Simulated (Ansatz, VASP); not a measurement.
## Hg in VASP and in Ansatz

INCAR

```
PREC     = Accurate       # precision mode
ENCUT    = 520            # plane-wave cutoff, eV
EDIFF    = 1E-6           # SCF threshold, eV
ISMEAR   = -1             # smearing method
SIGMA    = 0.6            # smearing width, eV
LREAL    = F              # projectors in reciprocal space
LASPH    = T              # aspherical terms in the spheres
NELM     = 80             # most SCF steps
ALGO     = Normal         # electronic algorithm
ISIF     = 2              # what is computed and relaxed
LWAVE    = F              # write WAVECAR
LCHARG   = F              # write CHGCAR
GGA      = PE             # functional
NBANDS   = 12             # bands
```

File KPOINTS:

```
Automatic mesh
0
Gamma
  10 10 10
```

File POSCAR:

```
Hg
1.0
    2.0783995336      1.1999645302      1.9747385792
   -2.0783995336      1.1999645302      1.9747385792
    0.0000000000     -2.3999290604      1.9747385791
Hg
1
Direct
    0.0000000000      1.0000000000      0.0000000000
```

Input for Ansatz:

```yaml
crystal:
  lattice:
    - [2.0783995336, 1.1999645302, 1.9747385792]
    - [-2.0783995336, 1.1999645302, 1.9747385792]
    - [0.0, -2.3999290604, 1.9747385791]
  atoms:
    - { symbol: Hg, position: [0.0, 1.0, 0.0] }
hamiltonian:
  xc: pbe
  pseudopotentials:
    kind: paw
    azcp:
      Hg: "pseudopotentials/Hg.paw.azcp"
basis:
  ecutwfc: 420
  fft_grid_basis: typed
kpoints:
  mp_grid: { grid: [10, 10, 10], shift: [0, 0, 0] }
magnetization:
  spin_polarized: false
scf:
  occupations: { method: fermi_dirac, width: 0.6 }
  lower_state_search: "off"
output:
  stress: true
```

Alike in both runs: task single point; functional PBE; k mesh 10 × 10 × 10; occupations fermi-dirac, width 0.6 eV; no spin polarisation.

```csv
,VASP,Ansatz
version,VASP 6.6.1,Ansatz 0.2.0
potentials or method,"VASP PAW PBE potentials, release 64 (Hg), cutoff 520 eV","plane waves (420 eV) with PAW, scalar-relativistic"
valence electrons in the cell,12,20
```

|  | VASP | Ansatz | Ansatz less VASP |
| --- | --- | --- | --- |
| pressure (GPa) | 0.0 | -0.2 | -0.17 |
| traceless stress, the component that is largest in VASP (GPa) | -0.06 | -0.10 | -0.037 |

The functional is the same, so the differences come from potentials, cutoffs and numerics. VASP's potentials hold 12 valence electrons a cell and Ansatz's 20, so a difference there can come from the potentials and not from the codes.

Spin-orbit coupling is off throughout.
